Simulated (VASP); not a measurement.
# ZrTi3C4 (Pmmm) in VASP: single point with PBE

Aim: the single point of ZrTi3C4 with PBE.

Program: VASP 6.6.1. These are calculated values, not measurements. Logs are shortened: lines on timing, memory, paths and dates and some standing lists are left out, and cuts for length are marked.

### Step 1. The cell of the first run

The structure is orthorhombic, space group Pmmm (No. 47). Conventional cell: a = 3.138 Å, b = 4.447 Å, c = 6.275 Å, α = 90.00°, β = 90.00°, γ = 90.00°. Within 2.9 Å of Zr (site symmetry mmm) lie 6 C at 2.22 to 2.28 Å. Ti (site symmetry mm2) has 6 C at 2.19 to 2.24 Å within 2.9 Å. Within 2.9 Å of Ti (site symmetry mmm) lie 6 C at 2.16 to 2.22 Å. C (site symmetry mm2) has 4 Ti at 2.16 to 2.22 Å and 2 Zr at 2.28 Å and 12 C at 2.98 to 3.30 Å within 3.3 Å. Within 2.9 Å of C (site symmetry mmm) lie 6 Ti at 2.19 to 2.22 Å. C (site symmetry mmm) has 2 Zr at 2.22 Å and 4 Ti at 2.24 Å within 2.9 Å.

### Step 2. Single point, PBE

POSCAR

```
ZrTi3C4
1.0
    3.1379051000      0.0000000000      0.0000000000
    0.0000000000      4.4470501000      0.0000000000
    0.0000000000      0.0000000000      6.2747391000
Zr Ti C
1 3 4
Direct
    0.5000000000      0.5000000000      0.5000000000
    0.0000000000      0.0000000000      0.2441250000
    0.0000000000      0.0000000000      0.7558750000
    0.5000000000      0.5000000000      0.0000000000
    0.0000000000      0.5000000000      0.7628410000
    0.5000000000      0.0000000000      0.0000000000
    0.0000000000      0.5000000000      0.2371590000
    0.5000000000      0.0000000000      0.5000000000
```

INCAR.step1

```
ALGO     = Normal         # electronic algorithm
EDIFF    = 1E-6           # SCF threshold, eV
ENCUT    = 520            # plane-wave cutoff, eV
GGA      = PE             # functional
ISIF     = 2              # what is computed and relaxed
ISMEAR   = 0              # smearing method
LASPH    = True           # aspherical terms in the spheres
LCHARG   = True           # write CHGCAR
LMAXMIX  = 4              # l up to which the mixer works
LREAL    = False          # projectors in reciprocal space
LWAVE    = False          # write WAVECAR
NBANDS   = 42             # bands
NELM     = 60             # most SCF steps
PREC     = Accurate       # precision mode
SIGMA    = 0.1            # smearing width, eV
```

KPOINTS.step1

```
k-points
0
Gamma
  12 8 6
```

INCAR.step2

```
ALGO     = Normal         # electronic algorithm
EDIFF    = 1E-6           # SCF threshold, eV
ENCUT    = 520            # plane-wave cutoff, eV
GGA      = PE             # functional
ICHARG   = 11             # starting density
ISIF     = 2              # what is computed and relaxed
ISMEAR   = -5             # smearing method
LASPH    = True           # aspherical terms in the spheres
LCHARG   = False          # write CHGCAR
LMAXMIX  = 4              # l up to which the mixer works
LORBIT   = 10             # projections on sites
LREAL    = False          # projectors in reciprocal space
LWAVE    = False          # write WAVECAR
NEDOS    = 2001           # points of the DOS
NELM     = 60             # most SCF steps
PREC     = Accurate       # precision mode
SIGMA    = 0.1            # smearing width, eV
```

KPOINTS.step2

```
k-points
0
Gamma
  18 12 9
```

Potentials or basis: VASP PAW PBE potentials, release 64 (Zr_sv, Ti_sv, C).

Launch:

```
$ cat potpaw_PBE.64/Zr_sv/POTCAR potpaw_PBE.64/Ti_sv/POTCAR potpaw_PBE.64/C/POTCAR > POTCAR
$ cp INCAR.step1 INCAR
$ cp KPOINTS.step1 KPOINTS
$ mpirun -np 1 vasp_std > vasp.out
$ cp INCAR.step2 INCAR
$ cp KPOINTS.step2 KPOINTS
$ mpirun -np 1 vasp_std > vasp.out
```

OUTCAR:

```text
EDIFF = 1E-6
   ENCUT = 520
   GGA = PE
   ICHARG = 11
   ISIF = 2
   ISMEAR = -5
   LASPH = True
   LORBIT = 10
   LREAL = False
   NELM = 60
   PREC = Accurate

 ion  position               nearest neighbor table
   1  0.500  0.500  0.500-   8 2.22   8 2.22   5 2.28   7 2.28   5 2.28   7 2.28   4 3.14   4 3.14
                             3 3.16   3 3.16   2 3.16   3 3.16   2 3.16   2 3.16   2 3.16   3 3.16
   2  0.000  0.000  0.244-   6 2.19   6 2.19   7 2.22   7 2.22   8 2.24   8 2.24   1 3.16   1 3.16
                             1 3.16   1 3.16
   3  0.000  0.000  0.756-   6 2.19   6 2.19   5 2.22   5 2.22   8 2.24   8 2.24   1 3.16   1 3.16
                             1 3.16   1 3.16
   4  0.500  0.500  0.000-   5 2.16   7 2.16   5 2.16   7 2.16   6 2.22   6 2.22   1 3.14   1 3.14

   5  0.000  0.500  0.763-   4 2.16   4 2.16   3 2.22   3 2.22   1 2.28   1 2.28
   6  0.500  0.000  0.000-   2 2.19   3 2.19   2 2.19   3 2.19   4 2.22   4 2.22
   7  0.000  0.500  0.237-   4 2.16   4 2.16   2 2.22   2 2.22   1 2.28   1 2.28
   8  0.500  0.000  0.500-   1 2.22   1 2.22   3 2.24   2 2.24   2 2.24   3 2.24

  LATTYP: Found a simple orthorhombic cell.
 ALAT       =     3.1379051000
 B/A-ratio  =     1.4172035031
 C/A-ratio  =     1.9996586576

  Lattice vectors:

 A1 = (   3.1379051000,   0.0000000000,   0.0000000000)
 A2 = (   0.0000000000,   4.4470501000,   0.0000000000)
 A3 = (   0.0000000000,   0.0000000000,   6.2747391000)

Analysis of symmetry for initial positions (statically):
=====================================================================
 Subroutine PRICEL returns:
 Original cell was already a primitive cell.

 Routine SETGRP: Setting up the symmetry group for a
 simple orthorhombic supercell.

 Subroutine GETGRP returns: Found  8 space group operations
 (whereof  8 operations were pure point group operations)
 out of a pool of  8 trial point group operations.

The static configuration has the point symmetry D_2h.

Analysis of symmetry for dynamics (positions and initial velocities):
=====================================================================
 Subroutine PRICEL returns:
 Original cell was already a primitive cell.

 Routine SETGRP: Setting up the symmetry group for a
 simple orthorhombic supercell.

 Subroutine GETGRP returns: Found  8 space group operations
 (whereof  8 operations were pure point group operations)
 out of a pool of  8 trial point group operations.

The dynamic configuration has the point symmetry D_2h.

 Subroutine INISYM returns: Found  8 space group operations
 (whereof  8 operations are pure point group operations),
 and found     1 'primitive' translations

----------------------------------------------------------------------------------------

                                     Primitive cell

  volume of cell :      87.5604

  direct lattice vectors                    reciprocal lattice vectors
     3.137905100  0.000000000  0.000000000     0.318683953  0.000000000  0.000000000
     0.000000000  4.447050100  0.000000000     0.000000000  0.224868166  0.000000000
     0.000000000  0.000000000  6.274739100     0.000000000  0.000000000  0.159369176

  length of vectors
     3.137905100  4.447050100  6.274739100     0.318683953  0.224868166  0.159369176

  position of ions in fractional coordinates (direct lattice)
     0.500000000  0.500000000  0.500000000
     0.000000000  0.000000000  0.244125000
     0.000000000  0.000000000  0.755875000
     0.500000000  0.500000000  0.000000000
     0.000000000  0.500000000  0.762841000
     0.500000000  0.000000000  0.000000000
     0.000000000  0.500000000  0.237159000
     0.500000000  0.000000000  0.500000000

  ion indices of the primitive-cell ions
   primitive index   ion index
                 1           1
                 2           2
                 3           3
                 4           4
                 5           5
                 6           6
                 7           7
                 8           8

----------------------------------------------------------------------------------------

 KPOINTS: k-points

Automatic generation of k-mesh.
 Grid dimensions read from file:
 generate k-points for:   18   12    9

 Generating k-lattice:

  Cartesian coordinates                     Fractional coordinates (reciprocal lattice)
     0.017704664  0.000000000  0.000000000     0.055555556  0.000000000  0.000000000
     0.000000000  0.018739014  0.000000000     0.000000000  0.083333333  0.000000000
     0.000000000  0.000000000  0.017707686     0.000000000  0.000000000  0.111111111

  Length of vectors
     0.017704664  0.018739014  0.017707686

  Shift w.r.t. Gamma in fractional coordinates (k-lattice)
     0.000000000  0.000000000  0.000000000

 TETIRR: Found   5832 inequivalent tetrahedra from    11664

 Subroutine IBZKPT returns following result:
 ===========================================

 Found    350 irreducible k-points:

 Following reciprocal coordinates:
            Coordinates               Weight
  0.000000  0.000000  0.000000      1.000000
  0.055556  0.000000  0.000000      2.000000
  0.111111  0.000000  0.000000      2.000000
  0.166667  0.000000  0.000000      2.000000
  0.222222  0.000000  0.000000      2.000000
  0.277778  0.000000  0.000000      2.000000
[... 16 lines left out ...]
  0.111111  0.166667  0.000000      4.000000
  0.166667  0.166667  0.000000      4.000000
 [... further k-points ...]
   k-points           NKPTS =    350   k-points in BZ     NKDIM =    350   number of bands    NBANDS=     38
   number of dos      NEDOS =   2001   number of ions     NIONS =      8
   total plane-waves  NPLWV =  41472
   dimension x,y,z NGX =    24 NGY =   36 NGZ =   48
   dimension x,y,z NGXF=    48 NGYF=   72 NGZF=   96
   ions per type =               1   3   4
   NGX,Y,Z   is equivalent  to a cutoff of  12.72, 13.46, 12.72 a.u.
   NGXF,Y,Z  is equivalent  to a cutoff of  25.43, 26.92, 25.43 a.u.
 SYSTEM =  unknown system
   PREC   = accura    normal or accurate (medium, high low for compatibility)
   ISTART =      0    job   : 0-new  1-cont  2-samecut
   ICHARG =     11    charge: 1-file 2-atom 10-const
   ISPIN  =      1    spin polarized calculation?
   LNONCOLLINEAR =      F non collinear calculations
   LSORBIT =      F    spin-orbit coupling
   LASPH  =      T    aspherical Exc in radial PAW
   ENCUT  =  520.0 eV  38.22 Ry    6.18 a.u.   5.83  8.27 11.67*2*pi/ulx,y,z
   NELM   =     60;   NELMIN=  2; NELMDL=  0     # of ELM steps
   EDIFF  = 0.1E-05   stopping-criterion for ELM
   LREAL  =      F    real-space projection
[... 7 lines left out ...]
   TEBEG  =    0.0;   TEEND  =   0.0 temperature during run
   PSTRESS=    0.0 pullay stress
   NELECT =      64.0000    total number of electrons
   NUPDOWN=      -1.0000    fix difference up-down
   EMIN   =  10.00;   EMAX   =-10.00  energy-range for DOS
   EFERMI =   0.00;   METHOD = LEGACY
   ISMEAR =    -5;   SIGMA  =   0.10  broadening in eV -4-tet -1-fermi 0-gaus
   EFERMI_NEDOS =   21; number of points for ismear=-14 and -15
   IALGO  =     38    algorithm
   IMIX   =      4    mixing-type and parameters
     AMIX     =   0.40;   BMIX     =  1.00
     AMIX_MAG =   1.60;   BMIX_MAG =  1.00
  volume/ion in A,a.u.               =      10.95        73.86
  Fermi-wavevector in a.u.,A,eV,Ry     =   1.474684  2.786749 29.588496  2.174693
  Thomas-Fermi vector in A             =   2.589425
   LORBIT       =     10    0 simple, 1 ext, 2 COOP (PROOUT), +10 PAW based schemes
   GGA     = PE    functional components
   LHFCALC =     F    Hartree Fock is set to
   AEXX    =    0.0000 exact exchange contribution
   IVDW    =     0    specifies the selected vdW correction
   LEPSILON=     F    determine dielectric tensor
   LRPA    =     F    only Hartree local field effects (RPA)
 non-spin polarized calculation
 Fermi weights with tetrahedron method with Bloechl corrections
  energy-cutoff  :      520.00
  volume of cell :       87.56
 maximum number of plane-waves:      2382
 NGX is ok and might be reduce to    24

 number of electron      63.9999991 magnetization

 Free energy of the ion-electron system (eV)
  ---------------------------------------------------
  ext. energy  EPLUGINS =         0.00000000
  ---------------------------------------------------
  free energy    TOTEN  =       -75.10601289 eV

  energy without entropy =      -75.10601289  energy(sigma->0) =      -75.10601289

 E-fermi :   9.3948     XC(G=0): -12.4921

 val. band max:        9.4465535870   @ k =   0.1111   0.0000   0.2222
 cond. band min:       9.2857157382   @ k =   0.2778   0.0000   0.4444
 fundamental gap:     -0.1608378488
 Fermi energy:         9.3947674500

 k-point     1 :       0.0000    0.0000    0.0000
  band No.  band energies     occupation
      1     -47.3666      2.00000
      2     -47.3438      2.00000
      3     -47.1981      2.00000
      4     -38.2728      2.00000
      5     -23.7336      2.00000
      6     -23.6997      2.00000
[... 30 lines left out ...]
     37      11.1360      0.00000
     38      11.1694      0.00000

 k-point     2 :       0.0556    0.0000    0.0000
  band No.  band energies     occupation
      1     -47.3659      2.00000
      2     -47.3433      2.00000
      3     -47.1977      2.00000
      4     -38.2708      2.00000
      5     -23.7331      2.00000
      6     -23.6973      2.00000
[... 30 lines left out ...]
     37      11.2296      0.00000
     38      11.5050      0.00000
[... 859 lines left out ...]
     37      11.3799      0.00000
     38      11.7139      0.00000

 k-point    24 :       0.1667    0.1667    0.0000
  band No.  band energies     occupation
      1     -47.3603      2.00000
      2     -47.3394      2.00000
      3     -47.1954      2.00000
      4     -38.2558      2.00000
      5     -23.7423      2.00000
      6     -23.6696      2.00000
[... 30 lines left out ...]
     37      11.2089      0.00000
     38      11.6642      0.00000

 [... further k-points ...]
[... 5 lines left out ...]
  --------------------------------------------------------------------------------------
  -------------------------------------------------------------------------------------
  Total        0.0769303      0.2352211      0.0644675     -0.0000000      0.0000000      0.0000000
  in kB        1.4076689      4.3040712      1.1796248     -0.0000000      0.0000000      0.0000000
  external PRESSURE =       2.2971216 kB  Pullay stress =       0.0000000 kB

 VOLUME and BASIS-vectors are now :
 -----------------------------------------------------------------------------
  energy-cutoff  :      520.00
  volume of cell :       87.56
      direct lattice vectors                 reciprocal lattice vectors
     3.137905100  0.000000000  0.000000000     0.318683953  0.000000000  0.000000000
     0.000000000  4.447050100  0.000000000     0.000000000  0.224868166  0.000000000
     0.000000000  0.000000000  6.274739100     0.000000000  0.000000000  0.159369176

 POSITION                                       TOTAL-FORCE (eV/Angst)
 -----------------------------------------------------------------------------------
      1.56895      2.22353      3.13737         0.000000      0.000000     -0.000000
      0.00000      0.00000      1.53182         0.000000     -0.000000     -0.007043
      0.00000      0.00000      4.74292         0.000000     -0.000000      0.007043
      1.56895      2.22353      0.00000         0.000000      0.000000     -0.000000
      0.00000      2.22353      4.78663         0.000000      0.000000      0.004788
      1.56895      0.00000      0.00000         0.000000      0.000000     -0.000000
      0.00000      2.22353      1.48811        -0.000000      0.000000     -0.004788
      1.56895      0.00000      3.13737         0.000000      0.000000     -0.000000
 -----------------------------------------------------------------------------------
    total drift:                                0.000000     -0.000000     -0.000000

  FREE ENERGIE OF THE ION-ELECTRON SYSTEM (eV)
  ---------------------------------------------------
  free  energy   TOTEN  =       -75.1060128925 eV

  energy  without entropy=      -75.1060128925  energy(sigma->0) =      -75.10601289

 total charge

# of ion       s       p       d       tot
------------------------------------------
    1        2.196   6.068   1.772  10.037
    2        2.185   6.216   1.890  10.291
    3        2.185   6.216   1.890  10.291
    4        2.195   6.234   1.923  10.351
    5        0.895   1.499   0.000   2.394
    6        0.890   1.475   0.000   2.365
    7        0.895   1.499   0.000   2.394
    8        0.895   1.487   0.000   2.382
--------------------------------------------------
tot         12.337  30.694   7.474  50.505
```

Wall time 14 min (1 thread of Intel Xeon Platinum 8559C (Emerald Rapids), shared host); peak memory 0.97 GiB.

What came out:

* Valence electrons inside the program's atomic spheres: Zr 10.04; Ti 10.29, 10.35 (each value once); C 2.39, 2.37, 2.38 (each value once)
